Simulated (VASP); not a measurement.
# NiO (R-3m) in VASP: notebook

The runs below take NiO through relaxation of shape and atoms at fixed volume, with PBE+U.

All numbers are computed with VASP 6.6.1; they aren't measurements. Logs are shortened: lines on timing, memory, paths and dates and some standing lists are left out, and cuts for length are marked.

## Step 1: The cell of the first run

The typed cell holds 4 atoms: a = 2.951 Å, b = 2.951 Å, c = 5.897 Å, α = 59.98°, β = 59.98°, γ = 60.00°.

## Step 2: Relaxation of shape and atoms at fixed volume, PBE+U, collinear spin, antiferromagnetic start (9.07 Å³/atom)

INCAR

```
  PREC = Accurate
  ENCUT = 600
  EDIFF = 1E-6
  ISMEAR = 0
  SIGMA = 0.05
  LREAL = F
  LASPH = T
  NELM = 150
  ALGO = Normal
  ISIF = 4
  LWAVE = F
  LCHARG = F
  ISPIN = 2
  MAGMOM = 1.83 -1.83 0 0
  LORBIT = 11
  LMAXMIX = 4
  LDAU = T
  LDAUTYPE = 2
  LDAUL = 2 -1
  LDAUU = 6.2 0
  LDAUJ = 0 0
  LDAUPRINT = 1
  GGA = PE
  IBRION = 2
  NSW = 60
  EDIFFG = -0.01
```

KPOINTS

```
regular mesh
0
Gamma
  10 10 5
```

POSCAR

```
NiO
1.0
    0.0000000000      2.0864504465      2.0864504465
    2.0864504465      0.0000000000      2.0864504465
    4.1699680428      4.1699680428      0.0029328503
Ni O
2 2
Direct
    0.0000000000      0.0000000000      0.0000000000
    0.0000000000      0.0000000000      0.5000000000
    0.5000000045      0.5000000045      0.2499999932
    0.4999999955      0.4999999955      0.7500000068
```

Potentials or basis: VASP PAW PBE potentials, release 64 (Ni, O).

Run with:

```console
$ cat potpaw_PBE.64/Ni/POTCAR potpaw_PBE.64/O/POTCAR > POTCAR
$ mpirun -np 1 vasp_std > vasp.out
```

OUTCAR:

```text
PREC = Accurate
   ENCUT = 600
   EDIFF = 1E-6
   ISMEAR = 0
   LREAL = F
   LASPH = T
   NELM = 150
   ISIF = 4
   ISPIN = 2
   LORBIT = 11
   GGA = PE
   IBRION = 2
   NSW = 60
   EDIFFG = -0.01

 ion  position               nearest neighbor table
   1  0.000  0.000  0.000-   3 2.09   3 2.09   4 2.09   4 2.09   3 2.09   4 2.09   2 2.95   2 2.95
                             2 2.95   2 2.95   2 2.95   2 2.95
   2  0.000  0.000  0.500-   3 2.09   4 2.09   3 2.09   4 2.09   4 2.09   3 2.09   1 2.95   1 2.95
                             1 2.95   1 2.95   1 2.95   1 2.95
   3  0.500  0.500  0.250-   1 2.09   1 2.09   1 2.09   2 2.09   2 2.09   2 2.09
   4  0.500  0.500  0.750-   1 2.09   1 2.09   1 2.09   2 2.09   2 2.09   2 2.09

  LATTYP: Found a trigonal (rhomboedric) cell.
 ALAT       =     5.1059499239
 COS(alpha) =     0.8330205421

  Lattice vectors:

 A1 = (   4.1699680428,   2.0835175963,  -2.0835175962)
 A2 = (   2.0835175963,   2.0835175963,  -4.1699680427)
 A3 = (   2.0835175963,   4.1699680428,  -2.0835175962)

Analysis of symmetry for initial positions (statically):
=====================================================================
 Subroutine PRICEL returns following result:

  LATTYP: Found a trigonal (rhomboedric) cell.
 ALAT       =     2.9486130450
 COS(alpha) =     0.4992965497
[... 12 lines left out ...]
 Subroutine GETGRP returns: Found 12 space group operations
 (whereof 12 operations were pure point group operations)
 out of a pool of 12 trial point group operations.

The static configuration has the point symmetry D_3d.

Analysis of symmetry for dynamics (positions and initial velocities):
=====================================================================
 Subroutine PRICEL returns following result:

  LATTYP: Found a trigonal (rhomboedric) cell.
 ALAT       =     2.9486130450
 COS(alpha) =     0.4992965497
[... 12 lines left out ...]
 Subroutine GETGRP returns: Found 12 space group operations
 (whereof 12 operations were pure point group operations)
 out of a pool of 12 trial point group operations.

The dynamic configuration has the point symmetry D_3d.

Analysis of structural, dynamic, and magnetic symmetry:
=====================================================================
 Subroutine PRICEL returns following result:

  LATTYP: Found a trigonal (rhomboedric) cell.
 ALAT       =     2.9486130450
 COS(alpha) =     0.4992965497
[... 12 lines left out ...]
 Subroutine GETGRP returns: Found 12 space group operations
 (whereof 12 operations were pure point group operations)
 out of a pool of 12 trial point group operations.

The overall configuration has the point symmetry D_3d.

 Subroutine INISYM returns: Found 12 space group operations
 (whereof 12 operations are pure point group operations),
 and found     2 'primitive' translations

----------------------------------------------------------------------------------------

                                     Primitive cell

  volume of cell :      18.1466

  direct lattice vectors                    reciprocal lattice vectors
     2.084984021 -0.001466425 -2.084984021     0.239725748 -0.239557142 -0.239725748
    -0.001466425  2.084984021 -2.084984021    -0.239557142  0.239725748 -0.239725748
     2.084984021  2.084984021  0.001466425     0.239725748  0.239725748  0.239557142

  length of vectors
     2.948613045  2.948613045  2.948613045     0.415119853  0.415119853  0.415119853

  position of ions in fractional coordinates (direct lattice)
     0.000000000  0.000000000  0.000000000
     0.499999995  0.499999995  0.499999995

  ion indices of the primitive-cell ions
   primitive index   ion index
                 1           1
                 2           3

----------------------------------------------------------------------------------------

 KPOINTS: regular mesh

Automatic generation of k-mesh.
 Grid dimensions read from file:
 generate k-points for:   10   10    5

 Generating k-lattice:

  Cartesian coordinates                     Fractional coordinates (reciprocal lattice)
    -0.023972575  0.023955714  0.023972575     0.100000000  0.000000000 -0.000000000
[... 84 lines left out ...]
 LDA+U is selected, type is set to LDAUTYPE =  2
   angular momentum for each species LDAUL =     2   -1
   U (eV)           for each species LDAUU =   6.2  0.0
   J (eV)           for each species LDAUJ =   0.0  0.0
   GGA     = PE    functional components
   LHFCALC =     F    Hartree Fock is set to
   AEXX    =    0.0000 exact exchange contribution
   IVDW    =     0    specifies the selected vdW correction
   LEPSILON=     F    determine dielectric tensor
   LRPA    =     F    only Hartree local field effects (RPA)
 conjugate gradient relaxation of ions
 spin polarized calculation
 Gauss-broadening in eV      SIGMA  =   0.05
  energy-cutoff  :      600.00
  volume of cell :       36.29
 maximum number of plane-waves:      1230
   NGX = 11   NGY = 11   NGZ = 23

atom =   1  type =  1  l = 2

 onsite density matrix

spin component  1

  0.9839  0.0000  0.0000  0.0000 -0.0000
  0.0000  0.9839  0.0000 -0.0000 -0.0000
  0.0000  0.0000  1.0321  0.0000  0.0000
  0.0000 -0.0000  0.0000  0.9839  0.0000
 -0.0000 -0.0000  0.0000  0.0000  1.0321

spin component  2

  0.9820 -0.0000  0.0001 -0.0000  0.0000
 -0.0000  0.9820  0.0001  0.0000 -0.0001
  0.0001  0.0001  0.1568  0.0001 -0.0000
 -0.0000  0.0000  0.0001  0.9820  0.0001
  0.0000 -0.0001 -0.0000  0.0001  0.1568

 occupancies and eigenvectors

  o =  0.1568  v =  0.0000  0.0000  0.0000  0.0000  0.0000  0.0001  0.0001 -1.0000  0.0001 -0.0000      0.0000  0.0000  0.0000  0.0000  0.0000  0.0000  0.0000  0.0000  0.0000  0.0000
  o =  0.1568  v =  0.0000  0.0000  0.0000  0.0000  0.0000  0.0000  0.0001 -0.0000 -0.0001  1.0000      0.0000  0.0000  0.0000  0.0000  0.0000  0.0000  0.0000  0.0000  0.0000  0.0000
  o =  0.9820  v =  0.0000  0.0000  0.0000  0.0000  0.0000  0.0000 -0.7071  0.0000  0.7071  0.0002      0.0000  0.0000  0.0000  0.0000  0.0000  0.0000  0.0000  0.0000  0.0000  0.0000
  o =  0.9820  v =  0.0000  0.0000  0.0000  0.0000  0.0000  0.8165  0.4083  0.0002  0.4082 -0.0000      0.0000  0.0000  0.0000  0.0000  0.0000  0.0000  0.0000  0.0000  0.0000  0.0000
  o =  0.9820  v =  0.0000  0.0000  0.0000  0.0000  0.0000 -0.5774  0.5774 -0.0000  0.5774 -0.0000      0.0000  0.0000  0.0000  0.0000  0.0000  0.0000  0.0000  0.0000  0.0000  0.0000
  o =  0.9839  v = -0.5773  0.5774 -0.0000  0.5774 -0.0000  0.0000  0.0000  0.0000  0.0000  0.0000      0.0000  0.0000  0.0000  0.0000  0.0000  0.0000  0.0000  0.0000  0.0000  0.0000
  o =  0.9839  v =  0.0000 -0.7071 -0.0000  0.7071 -0.0002  0.0000  0.0000  0.0000  0.0000  0.0000      0.0000  0.0000  0.0000  0.0000  0.0000  0.0000  0.0000  0.0000  0.0000  0.0000
  o =  0.9839  v = -0.8165 -0.4083  0.0002 -0.4082 -0.0000  0.0000  0.0000  0.0000  0.0000  0.0000      0.0000  0.0000  0.0000  0.0000  0.0000  0.0000  0.0000  0.0000  0.0000  0.0000
  o =  1.0321  v =  0.0002  0.0001  1.0000  0.0001 -0.0000  0.0000  0.0000  0.0000  0.0000  0.0000      0.0000  0.0000  0.0000  0.0000  0.0000  0.0000  0.0000  0.0000  0.0000  0.0000
  o =  1.0321  v =  0.0000 -0.0001  0.0000  0.0001  1.0000  0.0000  0.0000  0.0000  0.0000  0.0000      0.0000  0.0000  0.0000  0.0000  0.0000  0.0000  0.0000  0.0000  0.0000  0.0000

atom =   2  type =  1  l = 2

 onsite density matrix

spin component  1

  0.9820 -0.0000  0.0001 -0.0000  0.0000
 -0.0000  0.9820  0.0001  0.0000 -0.0001
  0.0001  0.0001  0.1568  0.0001 -0.0000
 -0.0000  0.0000  0.0001  0.9820  0.0001
  0.0000 -0.0001 -0.0000  0.0001  0.1568

spin component  2

  0.9839  0.0000  0.0000  0.0000 -0.0000
  0.0000  0.9839  0.0000 -0.0000 -0.0000
  0.0000  0.0000  1.0321  0.0000  0.0000
  0.0000 -0.0000  0.0000  0.9839  0.0000
 -0.0000 -0.0000  0.0000  0.0000  1.0321

 occupancies and eigenvectors

  o =  0.1568  v = -0.0001 -0.0001  1.0000 -0.0001  0.0000  0.0000  0.0000  0.0000  0.0000  0.0000      0.0000  0.0000  0.0000  0.0000  0.0000  0.0000  0.0000  0.0000  0.0000  0.0000
  o =  0.1568  v = -0.0000 -0.0001  0.0000  0.0001 -1.0000  0.0000  0.0000  0.0000  0.0000  0.0000      0.0000  0.0000  0.0000  0.0000  0.0000  0.0000  0.0000  0.0000  0.0000  0.0000
  o =  0.9820  v = -0.0000  0.7071 -0.0000 -0.7071 -0.0002  0.0000  0.0000  0.0000  0.0000  0.0000      0.0000  0.0000  0.0000  0.0000  0.0000  0.0000  0.0000  0.0000  0.0000  0.0000
  o =  0.9820  v = -0.8165 -0.4083 -0.0002 -0.4082  0.0000  0.0000  0.0000  0.0000  0.0000  0.0000      0.0000  0.0000  0.0000  0.0000  0.0000  0.0000  0.0000  0.0000  0.0000  0.0000
  o =  0.9820  v = -0.5774  0.5774 -0.0000  0.5774 -0.0000  0.0000  0.0000  0.0000  0.0000  0.0000      0.0000  0.0000  0.0000  0.0000  0.0000  0.0000  0.0000  0.0000  0.0000  0.0000
  o =  0.9839  v =  0.0000  0.0000  0.0000  0.0000  0.0000 -0.5773  0.5774 -0.0000  0.5774 -0.0000      0.0000  0.0000  0.0000  0.0000  0.0000  0.0000  0.0000  0.0000  0.0000  0.0000
  o =  0.9839  v =  0.0000  0.0000  0.0000  0.0000  0.0000  0.0000 -0.7071 -0.0000  0.7071 -0.0002      0.0000  0.0000  0.0000  0.0000  0.0000  0.0000  0.0000  0.0000  0.0000  0.0000
  o =  0.9839  v =  0.0000  0.0000  0.0000  0.0000  0.0000 -0.8165 -0.4083  0.0002 -0.4082 -0.0000      0.0000  0.0000  0.0000  0.0000  0.0000  0.0000  0.0000  0.0000  0.0000  0.0000
  o =  1.0321  v =  0.0000  0.0000  0.0000  0.0000  0.0000  0.0002  0.0001  1.0000  0.0001 -0.0000      0.0000  0.0000  0.0000  0.0000  0.0000  0.0000  0.0000  0.0000  0.0000  0.0000
  o =  1.0321  v =  0.0000  0.0000  0.0000  0.0000  0.0000  0.0000 -0.0001  0.0000  0.0001  1.0000      0.0000  0.0000  0.0000  0.0000  0.0000  0.0000  0.0000  0.0000  0.0000  0.0000

 number of electron      32.0000002 magnetization      -0.0000000

 Free energy of the ion-electron system (eV)
  ---------------------------------------------------
  ext. energy  EPLUGINS =         0.00000000
  ---------------------------------------------------
  free energy    TOTEN  =       -20.48164439 eV

  energy without entropy =      -20.48164439  energy(sigma->0) =      -20.48164439

 E-fermi :   6.5125     XC(G=0): -12.6658

 val. band max:        6.2885786514   @ k =   0.0000   0.0000   0.4000
 cond. band min:       9.7844184668   @ k =   0.0000   0.0000   0.0000
 fundamental gap:      3.4958398154
 Fermi energy:         6.5124627916

 spin component 1

 k-point     1 :       0.0000    0.0000    0.0000
  band No.  band energies     occupation
      1     -11.9560      1.00000
      2     -10.4971      1.00000
      3      -0.6632      1.00000
      4       0.1287      1.00000
      5       0.1287      1.00000
      6       2.1141      1.00000
[... 1097 lines left out ...]
     19      14.8775      0.00000
     20      15.0696      0.00000

 [... further k-points ...]

------------------------ aborting loop because EDIFF is reached ----------------------------------------

  FORCE on cell =-STRESS in cart. coord.  units (eV):
  Direction    XX          YY          ZZ          XY          YZ          ZX
  --------------------------------------------------------------------------------------
  -------------------------------------------------------------------------------------
  Total        0.2829362      0.2829362      0.2829362     -0.0021022      0.0021022      0.0021022
  in kB       12.4903026     12.4903026     12.4903026     -0.0928037      0.0928037      0.0928037
  external PRESSURE =      12.4903026 kB  Pullay stress =       0.0000000 kB

 VOLUME and BASIS-vectors are now :
 -----------------------------------------------------------------------------
  energy-cutoff  :      600.00
  volume of cell :       36.29
      direct lattice vectors                 reciprocal lattice vectors
     0.000000000  2.086450447  2.086450447    -0.239725748  0.239557142  0.239725748
     2.086450447  0.000000000  2.086450447     0.239557142 -0.239725748  0.239725748
     4.169968043  4.169968043  0.002932850     0.119947177  0.119947177 -0.119947177

 POSITION                                       TOTAL-FORCE (eV/Angst)
 -----------------------------------------------------------------------------------
      0.00000      0.00000      0.00000         0.000000      0.000000     -0.000000
      2.08498      2.08498      0.00147        -0.000000      0.000000     -0.000000
      2.08572      2.08572      2.08718         0.000000     -0.000000      0.000000
      4.17070      4.17070      2.08865         0.000000      0.000000     -0.000000
 -----------------------------------------------------------------------------------
    total drift:                               -0.000000     -0.000000      0.000000

  FREE ENERGIE OF THE ION-ELECTRON SYSTEM (eV)
  ---------------------------------------------------
  free  energy   TOTEN  =       -20.4816443936 eV

  energy  without entropy=      -20.4816443936  energy(sigma->0) =      -20.48164439

 reached required accuracy - stopping structural energy minimisation

 total charge

# of ion       s       p       d       tot
------------------------------------------
    1        0.343   0.425   8.247   9.015
    2        0.343   0.425   8.247   9.015
    3        1.546   3.478   0.000   5.024
    4        1.546   3.478   0.000   5.024
--------------------------------------------------
tot          3.778   7.806  16.495  28.079

 magnetization (x)

# of ion       s       p       d       tot
------------------------------------------
    1       -0.002  -0.005   1.754   1.747
    2        0.002   0.005  -1.754  -1.747
    3        0.000   0.000   0.000   0.000
    4        0.000   0.000   0.000   0.000
--------------------------------------------------
tot          0.000   0.000   0.000   0.000
```

Run time: 69 s. Hardware: 1 thread of AMD EPYC 9R45 (Zen 5), shared host; peak memory 0.21 GiB.

What came out:

```
Free energy                                           : -20.4816 eV
Pressure after relaxing                               : 1.2 GPa
Band gap on the k mesh                                : 3.50 eV
Net moment                                            : 0.00 μB per cell
Site moments                                          : Ni +1.75, -1.75; O +0.00 μB
Valence electrons inside the program's atomic spheres : Ni 9.02; O 5.02
```

Final structure:
```cif
data_structure
_symmetry_space_group_name_H-M 'P 1'
_symmetry_Int_Tables_number 1
_cell_length_a 2.9507
_cell_length_b 2.9507
_cell_length_c 5.8972
_cell_angle_alpha 59.977
_cell_angle_beta 59.977
_cell_angle_gamma 60.000
_cell_volume 36.29
loop_
_atom_site_label
_atom_site_type_symbol
_atom_site_fract_x
_atom_site_fract_y
_atom_site_fract_z
_atom_site_occupancy
Ni1 Ni 0.00000 0.00000 0.00000 1
Ni2 Ni 0.00000 0.00000 0.50000 1
O1 O 0.50000 0.50000 0.25000 1
O2 O 0.50000 0.50000 0.75000 1
```

Eigenvalues of the final occupation matrices:
```
    site  spin  trace               eigenvalues
site 1 d     1   5.02  0.98 0.98 0.98 1.03 1.03
site 1 d     2   3.26  0.16 0.16 0.98 0.98 0.98
site 2 d     1   3.26  0.16 0.16 0.98 0.98 0.98
site 2 d     2   5.02  0.98 0.98 0.98 1.03 1.03
```

A k mesh can miss the band edges. The state reached can hang on the start; a lower one may exist.

(Part 1 of 2 ends here.)
